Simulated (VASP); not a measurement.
# Cd (Fm-3m) in VASP: a series of runs

The runs below take Cd through relaxation of cell and atoms, single point, with PBE.

Everything below comes from runs of VASP 6.6.1. Logs are shortened: lines on timing, memory, paths and dates and some standing lists are left out, and cuts for length are marked.

## (1) The cell of the first run

Symmetry: Fm-3m, No. 225, cubic system. The conventional cell has a = 4.436 Å, b = 4.436 Å, c = 4.436 Å, α = 90.00°, β = 90.00°, γ = 90.00°. Within 4.1 Å of Cd (site symmetry m-3m) lie 12 Cd at 3.14 Å.

## (2) Relaxation of cell and atoms, PBE

Contents of INCAR:

```
SYSTEM = Cd
ALGO     = Normal         ! electronic algorithm
EDIFF    = 1E-7           ! SCF threshold, eV
EDIFFG   = -0.005         ! ionic threshold
ENCUT    = 600            ! plane-wave cutoff, eV
GGA      = PE             ! functional
IBRION   = 2              ! ionic algorithm
ISIF     = 3              ! what is computed and relaxed
ISMEAR   = 0              ! smearing method
LASPH    = .True.         ! aspherical terms in the spheres
LCHARG   = .False.        ! write CHGCAR
LREAL    = .False.        ! projectors in reciprocal space
LWAVE    = .False.        ! write WAVECAR
NELM     = 80             ! most SCF steps
NSW      = 100            ! ionic steps
PREC     = Accurate       ! precision mode
SIGMA    = 0.1            ! smearing width, eV
```

Contents of KPOINTS:

```
k-points
0
Gamma
  16 16 16
  0 0 0
```

Contents of POSCAR:

```
Cd
1.0
    0.0000000000      2.2181497500      2.2181497500
    2.2181497500      0.0000000000      2.2181497500
    2.2181497500      2.2181497500      0.0000000000
Cd
1
Direct
    0.0000000000      0.0000000000      0.0000000000
```

Potentials or basis: VASP PAW PBE potentials, release 64 (Cd).

Run with:

```console
cat potpaw_PBE.64/Cd/POTCAR > POTCAR
mpirun -np 1 vasp_std > vasp.out
```

OUTCAR:

```text
SYSTEM = Cd
   EDIFF = 1E-7
   EDIFFG = -0.005
   ENCUT = 600
   GGA = PE
   IBRION = 2
   ISIF = 3
   ISMEAR = 0
   LASPH = .True.
   LREAL = .False.
   NELM = 80
   NSW = 100
   PREC = Accurate

 ion  position               nearest neighbor table
   1  0.000  0.000  0.000-

  LATTYP: Found a face centered cubic cell.
 ALAT       =     4.4362995000

  Lattice vectors:

 A1 = (   0.0000000000,   2.2181497500,   2.2181497500)
 A2 = (   2.2181497500,   0.0000000000,   2.2181497500)
 A3 = (   2.2181497500,   2.2181497500,   0.0000000000)

Analysis of symmetry for initial positions (statically):
=====================================================================
 Subroutine PRICEL returns:
 Original cell was already a primitive cell.

 Routine SETGRP: Setting up the symmetry group for a
 face centered cubic supercell.

 Subroutine GETGRP returns: Found 48 space group operations
 (whereof 48 operations were pure point group operations)
 out of a pool of 48 trial point group operations.

The static configuration has the point symmetry O_h .

Analysis of symmetry for dynamics (positions and initial velocities):
=====================================================================
 Subroutine PRICEL returns:
 Original cell was already a primitive cell.

 Routine SETGRP: Setting up the symmetry group for a
 face centered cubic supercell.

 Subroutine GETGRP returns: Found 48 space group operations
 (whereof 48 operations were pure point group operations)
 out of a pool of 48 trial point group operations.

The dynamic configuration has the point symmetry O_h .

 Subroutine INISYM returns: Found 48 space group operations
 (whereof 48 operations are pure point group operations),
 and found     1 'primitive' translations

----------------------------------------------------------------------------------------

                                     Primitive cell

  volume of cell :      21.8274

  direct lattice vectors                    reciprocal lattice vectors
     0.000000000  2.218149750  2.218149750    -0.225413095  0.225413095  0.225413095
     2.218149750  0.000000000  2.218149750     0.225413095 -0.225413095  0.225413095
     2.218149750  2.218149750  0.000000000     0.225413095  0.225413095 -0.225413095

  length of vectors
     3.136937460  3.136937460  3.136937460     0.390426933  0.390426933  0.390426933

  position of ions in fractional coordinates (direct lattice)
     0.000000000  0.000000000  0.000000000

  ion indices of the primitive-cell ions
   primitive index   ion index
                 1           1

----------------------------------------------------------------------------------------

 KPOINTS: k-points

Automatic generation of k-mesh.
 Grid dimensions read from file:
 generate k-points for:   16   16   16

 Generating k-lattice:

  Cartesian coordinates                     Fractional coordinates (reciprocal lattice)
    -0.014088318  0.014088318  0.014088318     0.062500000  0.000000000  0.000000000
     0.014088318 -0.014088318  0.014088318     0.000000000  0.062500000  0.000000000
     0.014088318  0.014088318 -0.014088318     0.000000000  0.000000000  0.062500000

  Length of vectors
     0.024401683  0.024401683  0.024401683

  Shift w.r.t. Gamma in fractional coordinates (k-lattice)
     0.000000000  0.000000000  0.000000000

 Subroutine IBZKPT returns following result:
 ===========================================

 Found    145 irreducible k-points:

 Following reciprocal coordinates:
            Coordinates               Weight
  0.000000  0.000000  0.000000      1.000000
  0.062500  0.000000  0.000000      8.000000
  0.125000  0.000000  0.000000      8.000000
  0.187500  0.000000  0.000000      8.000000
  0.250000  0.000000  0.000000      8.000000
  0.312500  0.000000  0.000000      8.000000
[... 16 lines left out ...]
 -0.125000  0.062500  0.000000     24.000000
 -0.062500  0.062500  0.000000     12.000000
 [... further k-points ...]
   k-points           NKPTS =    145   k-points in BZ     NKDIM =    145   number of bands    NBANDS=     10
   number of dos      NEDOS =    301   number of ions     NIONS =      1
   total plane-waves  NPLWV =  21952
   dimension x,y,z NGX =    28 NGY =   28 NGZ =   28
   dimension x,y,z NGXF=    56 NGYF=   56 NGZF=   56
   ions per type =               1
   NGX,Y,Z   is equivalent  to a cutoff of  14.84, 14.84, 14.84 a.u.
   NGXF,Y,Z  is equivalent  to a cutoff of  29.68, 29.68, 29.68 a.u.
 SYSTEM =  Cd
   PREC   = accura    normal or accurate (medium, high low for compatibility)
   ISTART =      0    job   : 0-new  1-cont  2-samecut
   ICHARG =      2    charge: 1-file 2-atom 10-const
   ISPIN  =      1    spin polarized calculation?
   LNONCOLLINEAR =      F non collinear calculations
   LSORBIT =      F    spin-orbit coupling
   LASPH  =      T    aspherical Exc in radial PAW
   ENCUT  =  600.0 eV  44.10 Ry    6.64 a.u.   6.27  6.27  6.27*2*pi/ulx,y,z
   NELM   =     80;   NELMIN=  2; NELMDL= -5     # of ELM steps
   EDIFF  = 0.1E-06   stopping-criterion for ELM
   LREAL  =      F    real-space projection
   EDIFFG = -.5E-02   stopping-criterion for IOM
   NSW    =    100    number of steps for IOM
   IBRION =      2    ionic relax: 0-MD 1-quasi-New 2-CG
   NFREE  =      1    steps in history (QN), initial steepest desc. (CG)
   ISIF   =      3    stress and relaxation
   ISYM   =      2    0-nonsym 1-usesym 2-fastsym
   POTIM  = 0.5000    time-step for ionic-motion
   TEBEG  =    0.0;   TEEND  =   0.0 temperature during run
   PSTRESS=    0.0 pullay stress
   NELECT =      12.0000    total number of electrons
   NUPDOWN=      -1.0000    fix difference up-down
   EMIN   =  10.00;   EMAX   =-10.00  energy-range for DOS
   EFERMI =   0.00;   METHOD = LEGACY
   ISMEAR =     0;   SIGMA  =   0.10  broadening in eV -4-tet -1-fermi 0-gaus
   EFERMI_NEDOS =   21; number of points for ismear=-14 and -15
   IALGO  =     38    algorithm
   IMIX   =      4    mixing-type and parameters
     AMIX     =   0.40;   BMIX     =  1.00
     AMIX_MAG =   1.60;   BMIX_MAG =  1.00
  volume/ion in A,a.u.               =      21.83       147.30
  Fermi-wavevector in a.u.,A,eV,Ry     =   1.341120  2.534350 24.471486  1.798604
  Thomas-Fermi vector in A             =   2.469379
   LORBIT       =      0    0 simple, 1 ext, 2 COOP (PROOUT), +10 PAW based schemes
   GGA     = PE    functional components
   LHFCALC =     F    Hartree Fock is set to
   AEXX    =    0.0000 exact exchange contribution
   IVDW    =     0    specifies the selected vdW correction
   LEPSILON=     F    determine dielectric tensor
   LRPA    =     F    only Hartree local field effects (RPA)
 conjugate gradient relaxation of ions
 non-spin polarized calculation
 Gauss-broadening in eV      SIGMA  =   0.10
  energy-cutoff  :      600.00
  volume of cell :       21.83
 maximum number of plane-waves:       748
 NGX is ok and might be reduce to    28
   NGX = 13   NGY = 13   NGZ = 13

--------------------------------------- Ionic step        1  -------------------------------------------

 number of electron      12.0000002 magnetization

 Free energy of the ion-electron system (eV)
  ---------------------------------------------------
  ext. energy  EPLUGINS =         0.00000000
  ---------------------------------------------------
  free energy    TOTEN  =        -0.72818036 eV

  energy without entropy =       -0.72543903  energy(sigma->0) =       -0.72680970

------------------------ aborting loop because EDIFF is reached ----------------------------------------

  FORCE on cell =-STRESS in cart. coord.  units (eV):
  Direction    XX          YY          ZZ          XY          YZ          ZX
  --------------------------------------------------------------------------------------
  -------------------------------------------------------------------------------------
  Total        0.3386583      0.3386583      0.3386583      0.0000000      0.0000000     -0.0000000
  in kB       24.8582052     24.8582052     24.8582052      0.0000000      0.0000000     -0.0000000
  external PRESSURE =      24.8582052 kB  Pullay stress =       0.0000000 kB
[... 55 lines left out ...]
  energy  without entropy=       -0.7341005800  energy(sigma->0) =       -0.73537612

--------------------------------------- Ionic step        3  -------------------------------------------

 number of electron      12.0000000 magnetization

 Free energy of the ion-electron system (eV)
  ---------------------------------------------------
  ext. energy  EPLUGINS =         0.00000000
  ---------------------------------------------------
  free energy    TOTEN  =        -0.73668215 eV

  energy without entropy =       -0.73413787  energy(sigma->0) =       -0.73541001

 E-fermi :   2.4641     XC(G=0): -10.7138

 val. band max:        2.4609370957   @ k =   0.4375   0.0000   0.0000
 cond. band min:       2.5324644784   @ k =  -0.3125   0.3750   0.1250
 fundamental gap:      0.0715273828
 Fermi energy:         2.4641459245

 k-point     1 :       0.0000    0.0000    0.0000
  band No.  band energies     occupation
      1      -6.5306      2.00000
      2      -6.5306      2.00000
      3      -6.5306      2.00000
      4      -6.1263      2.00000
      5      -6.1263      2.00000
      6      -5.9378      2.00000
      7      16.1820      0.00000
      8      16.9096      0.00000
      9      16.9096      0.00000
     10      16.9096      0.00000
[... 287 lines left out ...]
 k-point    24 :      -0.0625    0.0625    0.0000
  band No.  band energies     occupation
      1      -6.5543      2.00000
      2      -6.4964      2.00000
      3      -6.4913      2.00000
      4      -6.1524      2.00000
      5      -6.1219      2.00000
      6      -5.6682      2.00000
      7      14.6862      0.00000
      8      14.7667      0.00000
      9      16.7697      0.00000
     10      17.2393      0.00000

 [... further k-points ...]
[... 5 lines left out ...]
  --------------------------------------------------------------------------------------
  -------------------------------------------------------------------------------------
  Total        0.0000869      0.0000869      0.0000869     -0.0000000     -0.0000000      0.0000000
  in kB        0.0060595      0.0060595      0.0060595     -0.0000000     -0.0000000      0.0000000
  external PRESSURE =       0.0060595 kB  Pullay stress =       0.0000000 kB
[... 16 lines left out ...]
  FREE ENERGIE OF THE ION-ELECTRON SYSTEM (eV)
  ---------------------------------------------------
  free  energy   TOTEN  =        -0.7366821510 eV

  energy  without entropy=       -0.7341378724  energy(sigma->0) =       -0.73541001

 reached required accuracy - stopping structural energy minimisation
```

Wall time 2.3 min (1 thread of Intel Xeon Platinum 8488C (Sapphire Rapids), shared host); peak memory 0.19 GiB.

What came out:

| Quantity | Value |
| --- | --- |
| Free energy | -0.7367 eV |
| Relaxed volume | 22.99 Å³/atom |
| Relaxed cell | a = 3.192 Å, b = 3.192 Å, c = 3.192 Å, α = 60.00°, β = 60.00°, γ = 60.00° |
| Space group after relaxing (to 0.05 Å) | Fm-3m (No. 225) |
| Energy gained by relaxing | 8.5 meV/atom |
| Ionic steps | 3 |
| Pressure after relaxing | 0.0 GPa |
| Band gap on the k mesh | zero (band 6 reaches 4.30 eV, above the bottom of band 7 at 1.07 eV) |

Step by step:
| step | energy change (eV) | largest force (eV/Å) | pressure (GPa) | volume (Å³) |
| --- | --- | --- | --- | --- |
| 1 | 0.0000 | 0.0000 | 2.49 | 21.83 |
| 2 | -0.0085 | 0.0000 | 0.13 | 22.91 |
| 3 | -0.0085 | 0.0000 | 0.00 | 22.99 |

Final structure:
```yaml
crystal:
  lattice:
    - [0.00000, 2.25685, 2.25685]
    - [2.25685, 0.00000, 2.25685]
    - [2.25685, 2.25685, 0.00000]
  atoms:
    - { symbol: Cd, position: [0.00000, 0.00000, 0.00000] }
```

Levels at points of the mesh, in eV from the Fermi level:
| k point | band 3 | band 4 | band 5 | band 6 | band 7 | band 8 | band 9 | band 10 |
| --- | --- | --- | --- | --- | --- | --- | --- | --- |
| (0.00, 0.00, 0.00) | -8.99 | -8.59 | -8.59 | -8.40 | 13.72 | 14.45 | 14.45 | 14.45 |
| (0.50, 0.00, 0.00) | -8.99 | -8.26 | -8.26 | -2.11 | -1.39 | 12.09 | 12.09 | 12.84 |
| (0.50, 0.50, 0.00) | -8.28 | -8.17 | -8.17 | -0.66 | 1.20 | 6.62 | 6.62 | 10.71 |

(Continued in part 2 of 2.)
